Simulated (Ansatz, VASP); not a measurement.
## Ta2N in VASP and in Ansatz

INCAR

```
ALGO = Normal
EDIFF = 1E-6
ENCUT = 520
GGA = PS
ISIF = 2
ISMEAR = 0
LASPH = T
LCHARG = F
LREAL = F
LWAVE = F
NBANDS = 20
NELM = 60
PREC = Accurate
SIGMA = 0.15
```

File KPOINTS:

```
k-points
0
Gamma
  18 18 10
```

Contents of POSCAR:

```
Ta2N
1.0
    3.0566939846      0.0000000000      0.0000000000
   -1.5283469923      2.6471746422      0.0000000000
    0.0000000000      0.0000000000      5.0878671373
Ta N
2 1
Direct
    0.6666666667      0.3333333333      0.7463700642
    0.3333333333      0.6666666667      0.2536299358
    0.0000000000      0.0000000000      0.0000000000
```

Input for Ansatz:

```yaml
crystal:
  lattice:
    - [3.0566939846, 0.0, 0.0]
    - [-1.5283469923, 2.6471746422, 0.0]
    - [0.0, 0.0, 5.0878671373]
  atoms:
    - { symbol: Ta, position: [0.6666666667, 0.3333333333, 0.7463700642] }
    - { symbol: Ta, position: [0.3333333333, 0.6666666667, 0.2536299358] }
    - { symbol: "N", position: [0.0, 0.0, 0.0] }
basis:
  ecutwfc: 520.0
kpoints:
  mp_grid: { grid: [18, 18, 10] }
hamiltonian:
  xc: pbesol
  pseudopotentials: { kind: paw, azcp: { folder: soft_1 } }
scf:
  occupations: { method: gaussian, width: 0.15 }
output:
  forces: true
  stress: true
  eigenvalues: true
```

Alike in both runs: task single point; functional PBEsol; k mesh 18 × 18 × 10; occupations gaussian, width 0.15 eV; no spin polarisation.

|  | VASP | Ansatz |
| --- | --- | --- |
| version | VASP 6.6.1 | Ansatz 0.2.0 |
| potentials or method | VASP PAW PBE potentials, release 64 (Ta_pv, N), cutoff 520 eV | scalar-relativistic, plane waves, PAW |
| valence electrons in the cell | 27 | 31 |

```tsv
	VASP	Ansatz	Ansatz less VASP
gap on the k mesh at the Fermi level (eV)	none	none	-
pressure (GPa)	-10.1	-10.6	-0.49
traceless stress, the component that is largest in VASP (GPa)	-7.45	-7.40	+0.050
rms of the force components (eV/Å)	0.099	0.076	-0.0229
```

VASP's potentials were made for PBE, not for PBEsol, and Ansatz warns of the same on its side. Atom by atom the forces differ by 0.023 eV/Å (rms over components). A gap of «none» marks a metal or a gap that the smearing closes. VASP's potentials hold 27 valence electrons a cell and Ansatz's 31, so a difference there can come from the potentials and not from the codes.

Spin-orbit coupling is off throughout.
